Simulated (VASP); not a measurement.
# TiAl (Amm2) in VASP: a series of runs

Runs on TiAl. Level: PBEsol. Tasks: single point.

Program: VASP 6.6.1. These are calculated values, not measurements. Logs are shortened: lines on timing, memory, paths and dates and some standing lists are left out, and cuts for length are marked.

### Step 1. The cell of the first run

Symmetry: Amm2, No. 38, orthorhombic system. Conventional cell: a = 4.678 Å, b = 2.839 Å, c = 4.966 Å, α = 90.00°, β = 90.00°, γ = 90.00°. Within 3.7 Å of Ti (site symmetry mm2) lie 6 Ti at 2.84 to 2.86 Å and 6 Al at 2.86 to 2.87 Å. Within 3.7 Å of Al (site symmetry mm2) lie 6 Al at 2.84 to 2.86 Å and 6 Ti at 2.86 to 2.87 Å.

### Step 2. Single point, PBEsol (strain -0.0100 x Voigt [1, 0, 0, 0, 0, 0])

INCAR

```
SYSTEM = TiAl
PREC = Accurate
ENCUT = 520
EDIFF = 1E-6
ISMEAR = 0
SIGMA = 0.15
LREAL = .False.
LASPH = .True.
NELM = 80
ALGO = Fast
ISIF = 2
LWAVE = .False.
LCHARG = .False.
GGA = PS
NBANDS = 14
```

KPOINTS

```
regular mesh
0
Gamma
  18 18 10
  0 0 0
```

POSCAR

```
TiAl
1.0
    2.8385896104      0.0000000000      0.0000000000
   -1.4192948052      2.4831219328      0.0000000000
    0.0000000000      0.0000000000      4.6780830000
Ti Al
1 1
Direct
    0.0000000000      0.0000000000      0.0000000000
    0.3333333333      0.6666666667      0.5000000000
```

Potentials or basis: VASP PAW PBE potentials, release 64 (Ti_sv, Al).

On the command line:

```sh
$ cat potpaw_PBE.64/Ti_sv/POTCAR potpaw_PBE.64/Al/POTCAR > POTCAR
$ mpirun -np 1 vasp_std > vasp.out
```

OUTCAR:

```text
SYSTEM = TiAl
   PREC = Accurate
   ENCUT = 520
   EDIFF = 1E-6
   ISMEAR = 0
   LREAL = .False.
   LASPH = .True.
   NELM = 80
   ISIF = 2
   GGA = PS

 ion  position               nearest neighbor table
   1  0.000  0.000  0.000-   2 2.86   2 2.86   2 2.86   2 2.86   2 2.87   2 2.87
   2  0.333  0.667  0.500-   1 2.86   1 2.86   1 2.86   1 2.86   1 2.87   1 2.87

  LATTYP: Found a base centered orthorhombic cell.
 ALAT       =     2.8385896104
 B/A-ratio  =     1.7495462702
 C/A-ratio  =     1.6480307625

  Lattice vectors:

 A1 = (   1.4192948052,  -2.4831219328,   0.0000000000)
 A2 = (   1.4192948052,   2.4831219328,   0.0000000000)
 A3 = (   0.0000000000,   0.0000000000,   4.6780830000)

Analysis of symmetry for initial positions (statically):
=====================================================================
 Subroutine PRICEL returns:
 Original cell was already a primitive cell.

 Routine SETGRP: Setting up the symmetry group for a
 base centered orthorhombic supercell.

 Subroutine GETGRP returns: Found  4 space group operations
 (whereof  4 operations were pure point group operations)
 out of a pool of  8 trial point group operations.

The static configuration has the point symmetry C_2v.

Analysis of symmetry for dynamics (positions and initial velocities):
=====================================================================
 Subroutine PRICEL returns:
 Original cell was already a primitive cell.

 Routine SETGRP: Setting up the symmetry group for a
 base centered orthorhombic supercell.

 Subroutine GETGRP returns: Found  4 space group operations
 (whereof  4 operations were pure point group operations)
 out of a pool of  8 trial point group operations.

The dynamic configuration has the point symmetry C_2v.

 Subroutine INISYM returns: Found  4 space group operations
 (whereof  4 operations are pure point group operations),
 and found     1 'primitive' translations

----------------------------------------------------------------------------------------

                                     Primitive cell

  volume of cell :      32.9738

  direct lattice vectors                    reciprocal lattice vectors
     2.838589610  0.000000000  0.000000000     0.352287628  0.201359423  0.000000000
    -1.419294805  2.483121933  0.000000000     0.000000000  0.402718846  0.000000000
     0.000000000  0.000000000  4.678083000     0.000000000  0.000000000  0.213762774

  length of vectors
     2.838589610  2.860121025  4.678083000     0.405773570  0.402718846  0.213762774

  position of ions in fractional coordinates (direct lattice)
     0.000000000  0.000000000  0.000000000
     0.333333333  0.666666667  0.500000000
[... 86 lines left out ...]
   TEBEG  =    0.0;   TEEND  =   0.0 temperature during run
   PSTRESS=    0.0 pullay stress
   NELECT =      15.0000    total number of electrons
   NUPDOWN=      -1.0000    fix difference up-down
   EMIN   =  10.00;   EMAX   =-10.00  energy-range for DOS
   EFERMI =   0.00;   METHOD = LEGACY
   ISMEAR =     0;   SIGMA  =   0.15  broadening in eV -4-tet -1-fermi 0-gaus
   EFERMI_NEDOS =   21; number of points for ismear=-14 and -15
   IALGO  =     68    algorithm
   IMIX   =      4    mixing-type and parameters
     AMIX     =   0.40;   BMIX     =  1.00
     AMIX_MAG =   1.60;   BMIX_MAG =  1.00
  volume/ion in A,a.u.               =      16.49       111.26
  Fermi-wavevector in a.u.,A,eV,Ry     =   1.259068  2.379293 21.568653  1.585251
  Thomas-Fermi vector in A             =   2.392646
   LORBIT       =      0    0 simple, 1 ext, 2 COOP (PROOUT), +10 PAW based schemes
   GGA     = PS    functional components
   LHFCALC =     F    Hartree Fock is set to
   AEXX    =    0.0000 exact exchange contribution
   IVDW    =     0    specifies the selected vdW correction
   LEPSILON=     F    determine dielectric tensor
   LRPA    =     F    only Hartree local field effects (RPA)
 non-spin polarized calculation
 RMM-DIIS sequential band-by-band and
 Gauss-broadening in eV      SIGMA  =   0.15
  energy-cutoff  :      520.00
  volume of cell :       32.97
 maximum number of plane-waves:       904
 NGX is ok and might be reduce to    24
   NGX = 11   NGY = 11   NGZ = 17

 number of electron      15.0000001 magnetization

 Free energy of the ion-electron system (eV)
  ---------------------------------------------------
  ext. energy  EPLUGINS =         0.00000000
  ---------------------------------------------------
  free energy    TOTEN  =       -12.94256851 eV

  energy without entropy =      -12.91525334  energy(sigma->0) =      -12.92891093

 E-fermi :   7.8825     XC(G=0): -11.0752

 val. band max:        7.8799036111   @ k =   0.3333   0.3333   0.3000
 cond. band min:       7.8856654460   @ k =   0.3333   0.3333   0.4000
 fundamental gap:      0.0057618349
 Fermi energy:         7.8825239704

 k-point     1 :       0.0000    0.0000    0.0000
  band No.  band energies     occupation
      1     -48.3885      2.00000
      2     -24.8139      2.00000
      3     -24.3771      2.00000
      4     -24.3657      2.00000
      5      -1.0999      2.00000
      6       5.5436      2.00000
      7       6.0103      2.00000
      8       9.1093      0.00000
      9       9.2402      0.00000
     10      10.6729      0.00000
     11      10.7046      0.00000
     12      11.7639      0.00000
     13      20.7467      0.00000
     14      21.0181      0.00000
[... 377 lines left out ...]
      1     -48.3348      2.00000
      2     -24.7614      2.00000
      3     -24.6883      2.00000
      4     -24.4531      2.00000
      5       0.5006      2.00000
      6       6.1868      2.00000
      7       6.8783      2.00000
      8       8.1696      0.00680
      9      10.2543      0.00000
     10      10.3598      0.00000
     11      11.1552      0.00000
     12      12.0110      0.00000
     13      13.6799      0.00000
     14      16.4845      0.00000

 [... further k-points ...]
[... 5 lines left out ...]
  --------------------------------------------------------------------------------------
  -------------------------------------------------------------------------------------
  Total       -0.1675841     -0.3457675     -0.6451279      0.0000000      0.0000000      0.0000000
  in kB       -8.1428194    -16.8006520    -31.3464130      0.0000000      0.0000000      0.0000000
  external PRESSURE =     -18.7632948 kB  Pullay stress =       0.0000000 kB

 VOLUME and BASIS-vectors are now :
 -----------------------------------------------------------------------------
  energy-cutoff  :      520.00
  volume of cell :       32.97
      direct lattice vectors                 reciprocal lattice vectors
     2.838589610  0.000000000  0.000000000     0.352287628  0.201359423  0.000000000
    -1.419294805  2.483121933  0.000000000     0.000000000  0.402718846  0.000000000
     0.000000000  0.000000000  4.678083000     0.000000000  0.000000000  0.213762774

 POSITION                                       TOTAL-FORCE (eV/Angst)
 -----------------------------------------------------------------------------------
      0.00000      0.00000      0.00000         0.000000      0.029883      0.000000
     -0.00000      1.65541      2.33904        -0.000000     -0.029883      0.000000
 -----------------------------------------------------------------------------------
    total drift:                                0.000000     -0.000126      0.000000

  FREE ENERGIE OF THE ION-ELECTRON SYSTEM (eV)
  ---------------------------------------------------
  free  energy   TOTEN  =       -12.9425685090 eV

  energy  without entropy=      -12.9152533434  energy(sigma->0) =      -12.92891093
```

OSZICAR:

```text
N       E                     dE             d eps       ncg     rms          rms(c)
DAV:   1     0.977067296103E+02    0.97707E+02   -0.71124E+03 15312   0.108E+03
DAV:   2    -0.876450952129E+01   -0.10647E+03   -0.10231E+03 15930   0.297E+02
DAV:   3    -0.143805919384E+02   -0.56161E+01   -0.54906E+01 23072   0.653E+01
[... 21 lines left out ...]
RMM:  25    -0.129425642052E+02   -0.21824E-05   -0.22583E-05 16055   0.180E-02    0.122E-03
RMM:  26    -0.129425659033E+02   -0.16981E-05   -0.17718E-05 15466   0.150E-02    0.120E-03
RMM:  27    -0.129425669927E+02   -0.10894E-05   -0.11230E-05 15906   0.131E-02    0.914E-04
RMM:  28    -0.129425680427E+02   -0.10500E-05   -0.96701E-06 17006   0.133E-02    0.168E-03
RMM:  29    -0.129425685090E+02   -0.46632E-06   -0.58121E-06 14213   0.990E-03
   1 F= -.12942569E+02 E0= -.12928911E+02  d E =-.273152E-01
```

Run time: 14 min. Hardware: 1 thread of Intel Xeon 8259CL, shared host; peak memory 0.37 GiB.

What came out:

```yaml
Free_energy: -12.9426 eV
Pressure: -1.9 GPa
Largest_force: 0.030 eV/Å
Band_gap_on_the_k_mesh: zero (an odd number of electrons rules out a gap without spin polarisation)
```

Forces in eV/Å, atoms in the order of the input:
```
Ti   0.000  0.030  0.000
Al   0.000 -0.030  0.000
```

Stress tensor (GPa, compression positive):
```
-0.81  0.00  0.00
 0.00 -1.68  0.00
 0.00  0.00 -3.13
```

Levels at points of the mesh, in eV from the Fermi level:
```tsv
k point	band 4	band 5	band 6	band 7	band 8	band 9	band 10	band 11	band 12	band 13
(0.00, 0.00, 0.00)	-32.25	-8.98	-2.34	-1.87	1.23	1.36	2.79	2.82	3.88	12.86
(0.50, 0.00, 0.00)	-32.40	-3.70	-2.77	-1.55	-1.01	2.10	4.03	4.12	4.16	5.42
(0.00, 0.50, 0.00)	-32.38	-3.75	-2.87	-1.58	-1.02	2.17	4.01	4.09	4.10	5.31
(0.00, 0.00, 0.50)	-32.25	-8.09	-5.31	-0.47	1.24	1.37	2.72	2.75	6.72	10.99
(0.50, 0.00, 0.50)	-32.40	-3.64	-2.39	-1.85	0.59	0.96	1.91	2.94	4.03	6.65
(0.00, 0.50, 0.50)	-32.38	-3.71	-2.46	-1.85	0.50	0.92	1.98	2.90	4.01	6.58
```

Caveat: the cell differs from its parent crystal (strain -0.0100 x Voigt [1, 0, 0, 0, 0, 0]); the PAW data sets were made with another functional, which shifts forces and pressure a little.

### Step 3. Single point, PBEsol (strain -0.0050 x Voigt [1, 0, 0, 0, 0, 0])

INCAR

```
PREC = Accurate
ENCUT = 520
EDIFF = 1E-6
ISMEAR = 0
SIGMA = 0.15
LREAL = False
LASPH = True
NELM = 60
ALGO = Fast
ISIF = 2
LWAVE = False
LCHARG = False
GGA = PS
NBANDS = 14
```

KPOINTS

```
regular mesh
0
Gamma
  18 18 10
```

POSCAR

```
TiAl
1.0
    2.8529259215      0.0000000000      0.0000000000
   -1.4264629607      2.4831219328      0.0000000000
    0.0000000000      0.0000000000      4.6780830000
Ti Al
1 1
Direct
    0.0000000000      0.0000000000      0.0000000000
    0.3333333333      0.6666666667      0.5000000000
```

Potentials or basis: VASP PAW PBE potentials, release 64 (Ti_sv, Al).

On the command line:

```sh
$ cat potpaw_PBE.64/Ti_sv/POTCAR potpaw_PBE.64/Al/POTCAR > POTCAR
$ mpirun -np 1 vasp_std > vasp.out
```

OUTCAR:

```text
PREC = Accurate
   ENCUT = 520
   EDIFF = 1E-6
   ISMEAR = 0
   LREAL = False
   LASPH = True
   NELM = 60
   ISIF = 2
   GGA = PS

 ion  position               nearest neighbor table
   1  0.000  0.000  0.000-   2 2.86   2 2.86   2 2.86   2 2.86   2 2.87   2 2.87
   2  0.333  0.667  0.500-   1 2.86   1 2.86   1 2.86   1 2.86   1 2.87   1 2.87

  LATTYP: Found a base centered orthorhombic cell.
 ALAT       =     2.8529259215
 B/A-ratio  =     1.7407545805
 C/A-ratio  =     1.6397492009

  Lattice vectors:

 A1 = (   1.4264629607,  -2.4831219328,   0.0000000000)
 A2 = (   1.4264629608,   2.4831219328,   0.0000000000)
 A3 = (   0.0000000000,   0.0000000000,   4.6780830000)

Analysis of symmetry for initial positions (statically):
=====================================================================
 Subroutine PRICEL returns:
 Original cell was already a primitive cell.

 Routine SETGRP: Setting up the symmetry group for a
 base centered orthorhombic supercell.

 Subroutine GETGRP returns: Found  4 space group operations
 (whereof  4 operations were pure point group operations)
 out of a pool of  8 trial point group operations.

The static configuration has the point symmetry C_2v.

Analysis of symmetry for dynamics (positions and initial velocities):
=====================================================================
 Subroutine PRICEL returns:
 Original cell was already a primitive cell.

 Routine SETGRP: Setting up the symmetry group for a
 base centered orthorhombic supercell.

 Subroutine GETGRP returns: Found  4 space group operations
 (whereof  4 operations were pure point group operations)
 out of a pool of  8 trial point group operations.

The dynamic configuration has the point symmetry C_2v.

 Subroutine INISYM returns: Found  4 space group operations
 (whereof  4 operations are pure point group operations),
 and found     1 'primitive' translations

----------------------------------------------------------------------------------------

                                     Primitive cell

[... 117 lines left out ...]
   AEXX    =    0.0000 exact exchange contribution
   IVDW    =     0    specifies the selected vdW correction
   LEPSILON=     F    determine dielectric tensor
   LRPA    =     F    only Hartree local field effects (RPA)
 non-spin polarized calculation
 RMM-DIIS sequential band-by-band and
 Gauss-broadening in eV      SIGMA  =   0.15
  energy-cutoff  :      520.00
  volume of cell :       33.14
 maximum number of plane-waves:       908
 NGX is ok and might be reduce to    24
   NGX = 11   NGY = 11   NGZ = 17

 number of electron      15.0000001 magnetization

 Free energy of the ion-electron system (eV)
  ---------------------------------------------------
  ext. energy  EPLUGINS =         0.00000000
  ---------------------------------------------------
  free energy    TOTEN  =       -12.94133883 eV

  energy without entropy =      -12.91373764  energy(sigma->0) =      -12.92753824

 E-fermi :   7.8280     XC(G=0): -11.0539

 val. band max:        7.8257401301   @ k =  -0.2222   0.1111   0.4000
 cond. band min:       7.8294884685   @ k =   0.3333   0.3333   0.4000
 fundamental gap:      0.0037483384
 Fermi energy:         7.8280000107

 k-point     1 :       0.0000    0.0000    0.0000
  band No.  band energies     occupation
      1     -48.4539      2.00000
      2     -24.8782      2.00000
      3     -24.4469      2.00000
      4     -24.4413      2.00000
      5      -1.1231      2.00000
      6       5.5061      2.00000
      7       5.9799      2.00000
      8       9.0806      0.00000
      9       9.1454      0.00000
     10      10.6029      0.00000
     11      10.6184      0.00000
     12      11.7155      0.00000
     13      20.7015      0.00000
     14      20.8332      0.00000
[... 377 lines left out ...]
      1     -48.4022      2.00000
      2     -24.8274      2.00000
      3     -24.7522      2.00000
      4     -24.5222      2.00000
      5       0.4634      2.00000
      6       6.1502      2.00000
      7       6.8256      2.00000
      8       8.1022      0.00975
      9      10.1838      0.00000
     10      10.2979      0.00000
     11      11.0857      0.00000
     12      11.9468      0.00000
     13      13.5791      0.00000
     14      16.3832      0.00000

 [... further k-points ...]
[... 5 lines left out ...]
  --------------------------------------------------------------------------------------
  -------------------------------------------------------------------------------------
  Total       -0.3462207     -0.4338163     -0.7189790     -0.0000000      0.0000000      0.0000000
  in kB      -16.7381397    -20.9729731    -34.7592465     -0.0000000      0.0000000      0.0000000
  external PRESSURE =     -24.1567864 kB  Pullay stress =       0.0000000 kB

 VOLUME and BASIS-vectors are now :
 -----------------------------------------------------------------------------
  energy-cutoff  :      520.00
  volume of cell :       33.14
      direct lattice vectors                 reciprocal lattice vectors
     2.852925921  0.000000000  0.000000000     0.350517338  0.201359423  0.000000000
    -1.426462961  2.483121933  0.000000000     0.000000000  0.402718846  0.000000000
     0.000000000  0.000000000  4.678083000     0.000000000  0.000000000  0.213762774

 POSITION                                       TOTAL-FORCE (eV/Angst)
 -----------------------------------------------------------------------------------
      0.00000      0.00000      0.00000         0.000000      0.014861      0.000000
     -0.00000      1.65541      2.33904        -0.000000     -0.014861      0.000000
 -----------------------------------------------------------------------------------
    total drift:                                0.000000     -0.000046      0.000000

  FREE ENERGIE OF THE ION-ELECTRON SYSTEM (eV)
  ---------------------------------------------------
  free  energy   TOTEN  =       -12.9413388269 eV

  energy  without entropy=      -12.9137376433  energy(sigma->0) =      -12.92753824
```

OSZICAR:

```text
N       E                     dE             d eps       ncg     rms          rms(c)
DAV:   1     0.984739161910E+02    0.98474E+02   -0.71069E+03 15324   0.108E+03
DAV:   2    -0.873686794538E+01   -0.10721E+03   -0.10308E+03 15894   0.298E+02
DAV:   3    -0.143948096257E+02   -0.56579E+01   -0.55393E+01 23220   0.656E+01
[... 20 lines left out ...]
RMM:  24    -0.129413329622E+02   -0.36231E-05   -0.38137E-05 18127   0.249E-02    0.107E-02
RMM:  25    -0.129413351545E+02   -0.21923E-05   -0.21486E-05 18374   0.216E-02    0.807E-03
RMM:  26    -0.129413372422E+02   -0.20877E-05   -0.19850E-05 18564   0.216E-02    0.567E-03
RMM:  27    -0.129413381993E+02   -0.95708E-06   -0.10536E-05 16255   0.156E-02    0.519E-03
RMM:  28    -0.129413388269E+02   -0.62762E-06   -0.93955E-06 15822   0.123E-02
   1 F= -.12941339E+02 E0= -.12927538E+02  d E =-.276012E-01
```

stdout:

```text
POSCAR found type information on POSCAR TiAl
 POSCAR found :  2 types and       2 ions
 scaLAPACK will be used
 -----------------------------------------------------------------------------
|                                                                             |
|                                                                             |
|     You enforced a specific xc type in the INCAR file but a different       |
|     I HOPE YOU KNOW WHAT YOU ARE DOING!                                     |
|                                                                             |
 -----------------------------------------------------------------------------

 LDA part: xc-table for (Slater+PW92), standard interpolation
 POSCAR, INCAR and KPOINTS ok, starting setup
 FFT: planning ... GRIDC
 FFT: planning ... GRID_SOFT
 FFT: planning ... GRID
 WAVECAR not read
 entering main loop
WARNING in EDDRMM: call to ZHEGV failed, returncode =   6  3      6
WARNING in EDDRMM: call to ZHEGV failed, returncode =   8  4      7
WARNING in EDDRMM: call to ZHEGV failed, returncode =   8  4     14
WARNING in EDDRMM: call to ZHEGV failed, returncode =   6  3      6
WARNING in EDDRMM: call to ZHEGV failed, returncode =   6  3      7
WARNING in EDDRMM: call to ZHEGV failed, returncode =   8  4      2
WARNING in EDDRMM: call to ZHEGV failed, returncode =   8  4      2
WARNING in EDDRMM: call to ZHEGV failed, returncode =   8  4     14
WARNING in EDDRMM: call to ZHEGV failed, returncode =   8  4     13
WARNING in EDDRMM: call to ZHEGV failed, returncode =   6  3      7
WARNING in EDDRMM: call to ZHEGV failed, returncode =   8  4     13
WARNING in EDDRMM: call to ZHEGV failed, returncode =   8  4      5
```

Wall time 14 min (1 thread of Intel Xeon 8259CL, shared host); peak memory 0.37 GiB.

Results:

```
Free energy            : -12.9413 eV
Pressure               : -2.4 GPa
Largest force          : 0.015 eV/Å
Band gap on the k mesh : zero (an odd number of electrons rules out a gap without spin polarisation)
```

Forces on the atoms (eV/Å):
```
Ti   0.000  0.015  0.000
Al   0.000 -0.015  0.000
```

Stress tensor (GPa, compression positive):
```
-1.67  0.00  0.00
 0.00 -2.10  0.00
 0.00  0.00 -3.48
```

Caveat: the cell differs from its parent crystal (strain -0.0050 x Voigt [1, 0, 0, 0, 0, 0]); the PAW data sets were made with another functional, which shifts forces and pressure a little.
